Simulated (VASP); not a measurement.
# Ge4MoPt (P2_1/m) in VASP: single point with PBE

Aim: the single point of Ge4MoPt with PBE.

Everything below comes from runs of VASP 6.6.1. Logs are shortened: lines on timing, memory, paths and dates and some standing lists are left out, and cuts for length are marked.

### Step 1. The cell of the first run

Symmetry: P2_1/m, No. 11, monoclinic system. The conventional cell has a = 7.217 Å, b = 3.535 Å, c = 8.062 Å, α = 90.00°, β = 95.89°, γ = 90.00°. Within 3.3 Å of Ge (site symmetry m) lie 3 Ge at 2.52 to 2.75 Å and 3 Pt at 2.57 to 2.58 Å and 1 Mo at 2.81 Å. Within 3.6 Å of Ge (site symmetry m) lie 11 Ge at 2.52 to 3.58 Å and 2 Mo at 2.56 Å. Within 3.6 Å of Ge (site symmetry m) lie 3 Mo at 2.72 to 2.79 Å and 1 Pt at 2.72 Å and 10 Ge at 2.92 to 3.54 Å. Ge (site symmetry m) has 2 Pt at 2.53 Å and 3 Mo at 2.69 to 2.71 Å and 9 Ge at 2.80 to 3.59 Å within 3.6 Å. Mo (site symmetry m) has 9 Ge at 2.56 to 2.81 Å and 1 Pt at 3.11 Å and 2 Mo at 3.54 Å within 3.6 Å. Pt (site symmetry m) has 6 Ge at 2.53 to 2.72 Å and 1 Mo at 3.11 Å and 2 Pt at 3.23 Å within 3.3 Å.

### Step 2. Single point, PBE

INCAR reads:

```
PREC = Accurate
ENCUT = 520
EDIFF = 1E-7
ISMEAR = 0
SIGMA = 0.1
LREAL = False
LASPH = True
NELM = 80
ALGO = Fast
ISIF = 2
LWAVE = False
LCHARG = False
GGA = PE
NBANDS = 92
```

KPOINTS reads:

```
Automatic mesh
0
Gamma
  4 10 4
```

POSCAR reads:

```
Ge4MoPt
1.0
    7.2174242521      0.0000000000     -0.0027354214
    0.0000000000      3.5353869092      0.0000000000
   -0.8237407132      0.0000000000      8.0202668467
Ge Mo Pt
8 2 2
Direct
    0.2523696867      0.7500000000      0.5079897196
    0.9491447871      0.7500000000      0.3217029411
    0.7476303133      0.2500000000      0.4920102804
    0.0508552129      0.2500000000      0.6782970589
    0.1386254797      0.2500000000      0.0869375644
    0.5217788697      0.2500000000      0.8690146967
    0.8613745203      0.7500000000      0.9130624356
    0.4782211303      0.7500000000      0.1309853033
    0.2355682261      0.7500000000      0.8551252001
    0.7644317739      0.2500000000      0.1448747999
    0.4161708359      0.2500000000      0.3421488794
    0.5838291641      0.7500000000      0.6578511206
```

Potentials or basis: VASP PAW PBE potentials, release 64 (Ge_d, Mo_sv, Pt).

Command:

```console
$ cat potpaw_PBE.64/Ge_d/POTCAR potpaw_PBE.64/Mo_sv/POTCAR potpaw_PBE.64/Pt/POTCAR > POTCAR
$ mpirun -np 1 vasp_std > vasp.out
```

OUTCAR:

```text
PREC = Accurate
   ENCUT = 520
   EDIFF = 1E-7
   ISMEAR = 0
   LREAL = False
   LASPH = True
   NELM = 80
   ISIF = 2
   GGA = PE

 ion  position               nearest neighbor table
   1  0.252  0.750  0.508-   2 2.52  12 2.57  11 2.58  11 2.58   4 2.75   4 2.75   9 2.81
   2  0.949  0.750  0.322-   1 2.52  10 2.56  10 2.56   3 2.75   3 2.75
   3  0.748  0.250  0.492-   4 2.52  11 2.57  12 2.58  12 2.58   2 2.75   2 2.75  10 2.81
   4  0.051  0.250  0.678-   3 2.52   9 2.56   9 2.56   1 2.75   1 2.75
   5  0.139  0.250  0.087-   9 2.72   9 2.72  11 2.72  10 2.79   7 2.92   7 2.92
   6  0.522  0.250  0.869-  12 2.53  12 2.53  10 2.69   9 2.71   9 2.71   8 2.80   8 2.80
   7  0.861  0.750  0.913-  10 2.72  10 2.72  12 2.72   9 2.79   5 2.92   5 2.92
   8  0.478  0.750  0.131-  11 2.53  11 2.53   9 2.69  10 2.71  10 2.71   6 2.80   6 2.80
   9  0.236  0.750  0.855-   4 2.56   4 2.56   8 2.69   6 2.71   6 2.71   5 2.72   5 2.72   7 2.79
                             1 2.81  12 3.11
  10  0.764  0.250  0.145-   2 2.56   2 2.56   6 2.69   8 2.71   8 2.71   7 2.72   7 2.72   5 2.79
                             3 2.81  11 3.11
  11  0.416  0.250  0.342-   8 2.53   8 2.53   3 2.57   1 2.58   1 2.58   5 2.72  10 3.11  12 3.23
                            12 3.23
  12  0.584  0.750  0.658-   6 2.53   6 2.53   1 2.57   3 2.58   3 2.58   7 2.72   9 3.11  11 3.23
                            11 3.23

  LATTYP: Found a simple monoclinic cell.
 ALAT       =     7.2174247705
 B/A-ratio  =     0.4898404932
 C/A-ratio  =     1.1170823749
 COS(beta)  =    -0.1025469347

  Lattice vectors:

 A1 = (   7.2174242521,   0.0000000000,  -0.0027354214)
 A2 = (   0.0000000000,   3.5353869092,   0.0000000000)
 A3 = (  -0.8237407132,   0.0000000000,   8.0202668467)

Analysis of symmetry for initial positions (statically):
=====================================================================
 Subroutine PRICEL returns:
 Original cell was already a primitive cell.

 Routine SETGRP: Setting up the symmetry group for a
 simple monoclinic supercell.

 Subroutine GETGRP returns: Found  4 space group operations
 (whereof  2 operations were pure point group operations)
 out of a pool of  4 trial point group operations.

The static configuration has the point symmetry S_2 .
 The point group associated with its full space group is C_2h.

Analysis of symmetry for dynamics (positions and initial velocities):
=====================================================================
 Subroutine PRICEL returns:
 Original cell was already a primitive cell.

 Routine SETGRP: Setting up the symmetry group for a
 simple monoclinic supercell.

 Subroutine GETGRP returns: Found  4 space group operations
 (whereof  2 operations were pure point group operations)
 out of a pool of  4 trial point group operations.

The dynamic configuration has the point symmetry S_2 .
 The point group associated with its full space group is C_2h.

 Subroutine INISYM returns: Found  4 space group operations
 (whereof  2 operations are pure point group operations),
 and found     1 'primitive' translations

----------------------------------------------------------------------------------------

                                     Primitive cell

  volume of cell :     204.6403

  direct lattice vectors                    reciprocal lattice vectors
     7.217424252  0.000000000 -0.002735421     0.138558978  0.000000000  0.014231032
     0.000000000  3.535386909  0.000000000     0.000000000  0.282854473  0.000000000
    -0.823740713  0.000000000  8.020266847     0.000047257  0.000000000  0.124688984

  length of vectors
     7.217424770  3.535386909  8.062458003     0.139287877  0.282854473  0.124688993

  position of ions in fractional coordinates (direct lattice)
     0.252369687  0.750000000  0.507989720
     0.949144787  0.750000000  0.321702941
     0.747630313  0.250000000  0.492010280
     0.050855213  0.250000000  0.678297059
     0.138625480  0.250000000  0.086937564
     0.521778870  0.250000000  0.869014697
     0.861374520  0.750000000  0.913062436
     0.478221130  0.750000000  0.130985303
[... 25 lines left out ...]
 Grid dimensions read from file:
 generate k-points for:    4   10    4

 Generating k-lattice:

  Cartesian coordinates                     Fractional coordinates (reciprocal lattice)
     0.034639744  0.000000000  0.003557758     0.250000000  0.000000000  0.000000000
     0.000000000  0.028285447  0.000000000     0.000000000  0.100000000  0.000000000
     0.000011814  0.000000000  0.031172246    -0.000000000  0.000000000  0.250000000

  Length of vectors
     0.034821969  0.028285447  0.031172248

  Shift w.r.t. Gamma in fractional coordinates (k-lattice)
     0.000000000  0.000000000  0.000000000

 Subroutine IBZKPT returns following result:
 ===========================================

 Found     60 irreducible k-points:

 Following reciprocal coordinates:
            Coordinates               Weight
  0.000000  0.000000  0.000000      1.000000
  0.250000  0.000000 -0.000000      2.000000
  0.500000  0.000000 -0.000000      1.000000
  0.000000  0.100000  0.000000      2.000000
  0.250000  0.100000 -0.000000      4.000000
  0.500000  0.100000 -0.000000      2.000000
[... 16 lines left out ...]
 -0.000000  0.100000  0.250000      4.000000
  0.250000  0.100000  0.250000      4.000000
 [... further k-points ...]
   k-points           NKPTS =     60   k-points in BZ     NKDIM =     60   number of bands    NBANDS=     92
   number of dos      NEDOS =    301   number of ions     NIONS =     12
   total plane-waves  NPLWV =  90720
   dimension x,y,z NGX =    54 NGY =   28 NGZ =   60
   dimension x,y,z NGXF=   108 NGYF=   56 NGZF=  120
   ions per type =               8   2   2
   NGX,Y,Z   is equivalent  to a cutoff of  12.44, 13.17, 12.37 a.u.
   NGXF,Y,Z  is equivalent  to a cutoff of  24.88, 26.33, 24.74 a.u.
 SYSTEM =  unknown system
   PREC   = accura    normal or accurate (medium, high low for compatibility)
   ISTART =      0    job   : 0-new  1-cont  2-samecut
   ICHARG =      2    charge: 1-file 2-atom 10-const
   ISPIN  =      1    spin polarized calculation?
   LNONCOLLINEAR =      F non collinear calculations
   LSORBIT =      F    spin-orbit coupling
   LASPH  =      T    aspherical Exc in radial PAW
   ENCUT  =  520.0 eV  38.22 Ry    6.18 a.u.  13.42  6.57 14.99*2*pi/ulx,y,z
   NELM   =     80;   NELMIN=  2; NELMDL= -5     # of ELM steps
   EDIFF  = 0.1E-06   stopping-criterion for ELM
   LREAL  =      F    real-space projection
   EDIFFG = 0.1E-05   stopping-criterion for IOM
   NSW    =      0    number of steps for IOM
   IBRION =     -1    ionic relax: 0-MD 1-quasi-New 2-CG
   NFREE  =      0    steps in history (QN), initial steepest desc. (CG)
   ISIF   =      2    stress and relaxation
   ISYM   =      2    0-nonsym 1-usesym 2-fastsym
   POTIM  = 0.5000    time-step for ionic-motion
   TEBEG  =    0.0;   TEEND  =   0.0 temperature during run
   PSTRESS=    0.0 pullay stress
   NELECT =     160.0000    total number of electrons
   NUPDOWN=      -1.0000    fix difference up-down
   EMIN   =  10.00;   EMAX   =-10.00  energy-range for DOS
   EFERMI =   0.00;   METHOD = LEGACY
   ISMEAR =     0;   SIGMA  =   0.10  broadening in eV -4-tet -1-fermi 0-gaus
   EFERMI_NEDOS =   21; number of points for ismear=-14 and -15
   IALGO  =     68    algorithm
   IMIX   =      4    mixing-type and parameters
     AMIX     =   0.40;   BMIX     =  1.00
     AMIX_MAG =   1.60;   BMIX_MAG =  1.00
  volume/ion in A,a.u.               =      17.05       115.08
  Fermi-wavevector in a.u.,A,eV,Ry     =   1.508173  2.850033 30.947614  2.274585
  Thomas-Fermi vector in A             =   2.618662
   LORBIT       =      0    0 simple, 1 ext, 2 COOP (PROOUT), +10 PAW based schemes
   GGA     = PE    functional components
   LHFCALC =     F    Hartree Fock is set to
   AEXX    =    0.0000 exact exchange contribution
   IVDW    =     0    specifies the selected vdW correction
   LEPSILON=     F    determine dielectric tensor
   LRPA    =     F    only Hartree local field effects (RPA)
 non-spin polarized calculation
 RMM-DIIS sequential band-by-band and
 Gauss-broadening in eV      SIGMA  =   0.10
  energy-cutoff  :      520.00
  volume of cell :      204.64
 maximum number of plane-waves:      5538
 NGX is ok and might be reduce to    54
   NGX = 27   NGY = 13   NGZ = 29

 number of electron     159.9999982 magnetization

 Free energy of the ion-electron system (eV)
  ---------------------------------------------------
  ext. energy  EPLUGINS =         0.00000000
  ---------------------------------------------------
  free energy    TOTEN  =       -71.81271430 eV

  energy without entropy =      -71.78607078  energy(sigma->0) =      -71.79939254

 E-fermi :   8.5084     XC(G=0): -12.0497

 val. band max:        8.5039381059   @ k =   0.0000   0.3000   0.0000
 cond. band min:       8.5166256691   @ k =   0.0000   0.4000   0.0000
 fundamental gap:      0.0126875633
 Fermi energy:         8.5084368141

 k-point     1 :       0.0000    0.0000    0.0000
  band No.  band energies     occupation
      1     -52.2707      2.00000
      2     -52.2705      2.00000
      3     -26.4331      2.00000
      4     -26.4328      2.00000
      5     -26.4207      2.00000
      6     -26.4179      2.00000
[... 2269 lines left out ...]
     91      12.5137      0.00000
     92      13.0674      0.00000

 [... further k-points ...]

------------------------ aborting loop because EDIFF is reached ----------------------------------------

  FORCE on cell =-STRESS in cart. coord.  units (eV):
  Direction    XX          YY          ZZ          XY          YZ          ZX
  --------------------------------------------------------------------------------------
  -------------------------------------------------------------------------------------
  Total        0.1588384      0.1598451      0.1555681      0.0000000      0.0000000      0.0099598
  in kB        1.2435833      1.2514656      1.2179796      0.0000000      0.0000000      0.0779777
  external PRESSURE =       1.2376761 kB  Pullay stress =       0.0000000 kB

 VOLUME and BASIS-vectors are now :
 -----------------------------------------------------------------------------
  energy-cutoff  :      520.00
  volume of cell :      204.64
      direct lattice vectors                 reciprocal lattice vectors
     7.217424252  0.000000000 -0.002735421     0.138558978  0.000000000  0.014231032
     0.000000000  3.535386909  0.000000000     0.000000000  0.282854473  0.000000000
    -0.823740713  0.000000000  8.020266847     0.000047257  0.000000000  0.124688984

 POSITION                                       TOTAL-FORCE (eV/Angst)
 -----------------------------------------------------------------------------------
      1.40301      2.65154      4.07352         0.004341      0.000000     -0.008372
      6.58538      2.65154      2.57755         0.004073      0.000000      0.012531
      4.99068      0.88385      3.94401        -0.004341     -0.000000      0.008372
     -0.19170      0.88385      5.43998        -0.004073     -0.000000     -0.012531
      0.92890      0.88385      0.69688         0.000280      0.000000      0.004345
      3.05006      0.88385      6.96830         0.006443      0.000000     -0.004765
      5.46478      2.65154      7.32065        -0.000280      0.000000     -0.004345
      3.34363      2.65154      1.04923        -0.006443      0.000000      0.004765
      0.99579      2.65154      6.85769        -0.003021      0.000000      0.005035
      5.39789      0.88385      1.15984         0.003021      0.000000     -0.005035
      2.72184      0.88385      2.74299        -0.004037      0.000000      0.002595
      3.67184      2.65154      5.27454         0.004037      0.000000     -0.002595
 -----------------------------------------------------------------------------------
    total drift:                               -0.000000      0.000000      0.000000

  FREE ENERGIE OF THE ION-ELECTRON SYSTEM (eV)
  ---------------------------------------------------
  free  energy   TOTEN  =       -71.8127142972 eV

  energy  without entropy=      -71.7860707763  energy(sigma->0) =      -71.79939254
```

Wall time 35 min (1 thread of Oxide Virtual Turin-like, shared host); peak memory 0.85 GiB.

What came out:

```yaml
Free_energy: -71.8127 eV
Pressure: 0.1 GPa
Largest_force: 0.013 eV/Å
Band_gap_on_the_k_mesh: zero (bands 80 and 81 overlap by 1.15 eV)
```

Forces on the atoms (eV/Å):
```
Ge   0.004  0.000 -0.008
Ge   0.004  0.000  0.013
Ge  -0.004  0.000  0.008
Ge  -0.004  0.000 -0.013
Ge   0.000  0.000  0.004
Ge   0.006  0.000 -0.005
Ge   0.000  0.000 -0.004
Ge  -0.006  0.000  0.005
Mo  -0.003  0.000  0.005
Mo   0.003  0.000 -0.005
Pt  -0.004  0.000  0.003
Pt   0.004  0.000 -0.003
```

Levels at points of the mesh, in eV from the Fermi level:
```tsv
k point	band 78	band 79	band 80	band 81	band 82	band 83
(0.00, 0.00, 0.00)	-0.78	-0.70	-0.46	0.84	1.67	1.70
(0.50, 0.00, 0.00)	-0.86	-0.71	0.56	0.78	0.94	1.47
(0.00, 0.50, 0.00)	-1.43	-1.10	-1.10	0.31	0.31	0.87
(0.50, 0.50, 0.00)	-1.45	-1.30	-1.30	0.54	0.54	1.01
(0.00, 0.00, 0.50)	-0.38	-0.08	0.45	0.78	1.16	1.26
(0.50, 0.00, 0.50)	-0.45	-0.44	0.58	1.18	1.20	1.29
(0.00, 0.50, 0.50)	-1.50	-1.29	-1.29	-0.33	-0.33	1.05
(0.50, 0.50, 0.50)	-1.26	-1.18	-1.18	-0.20	-0.20	1.16
```

Caveat: spin-orbit coupling is left out, which moves the levels of the heavy elements.
